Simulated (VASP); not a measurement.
A run of VASP 6.6.1 is set up as follows.

Contents of POSCAR:

```
GaN
1.0
    0.0000000000      2.2675000000      2.2675000000
    2.2675000000      0.0000000000      2.2675000000
    2.2675000000      2.2675000000      0.0000000000
Ga N
1 1
Direct
    0.0000000000      0.0000000000      0.0000000000
    0.2500000000      0.2500000000      0.2500000000
```

The input INCAR.step1:

```
PREC = Accurate ; ENCUT = 500
EDIFF = 1E-8 ; ISMEAR = 0
SIGMA = 0.01 ; LREAL = F
LASPH = T ; NELM = 60
ALGO = Normal ; LWAVE = T
LCHARG = F ; GGA = PE
```

File INCAR.step2:

```
PREC = Accurate ; ENCUT = 500
EDIFF = 1E-8 ; ISMEAR = 0
SIGMA = 0.01 ; LREAL = F
LASPH = T ; NELM = 1
ALGO = Exact ; LWAVE = T
LCHARG = F ; GGA = PE
NBANDS = 167 ; LOPTICS = T
ISTART = 1
```

File INCAR.step3:

```
PREC = Accurate ; ENCUT = 500
EDIFF = 1E-8 ; ISMEAR = 0
SIGMA = 0.01 ; LREAL = F
LASPH = T ; ALGO = EVGW0
LWAVE = F ; LCHARG = F
GGA = PE ; NELMGW = 1
NBANDS = 167 ; ENCUTGW = 143.3
NOMEGA = 48 ; PRECFOCK = Fast
ISTART = 1 ; NBANDSGW = 17
```

File KPOINTS:

```
Automatic mesh
0
Gamma
  2 2 2
```

Potentials or basis: VASP PAW PBE potentials, release 64 (Ga_d_GW, N_GW).

Command:

```bash
$ cat potpaw_PBE.64/Ga_d_GW/POTCAR potpaw_PBE.64/N_GW/POTCAR > POTCAR
$ cp INCAR.step1 INCAR
$ mpirun -np 1 vasp_std > vasp.out
$ cp INCAR.step2 INCAR
$ mpirun -np 1 vasp_std > vasp.out
$ cp INCAR.step3 INCAR
$ mpirun -np 1 vasp_std > vasp.out
```

(1) Estimate the quasiparticle gap.

(2) Predict the least direct quasiparticle gap.

(3) What does it give for the band gap on the k mesh, mean-field level?

## Answers

(1) 2.08 eV.

(2) 2.08 eV.

(3) 1.36 eV, direct.

Caveat: the k points lie up to 1.20 Å⁻¹ apart; bands, screening cutoff and mesh are small and nothing is extrapolated, so the quasiparticle values aren't converged.
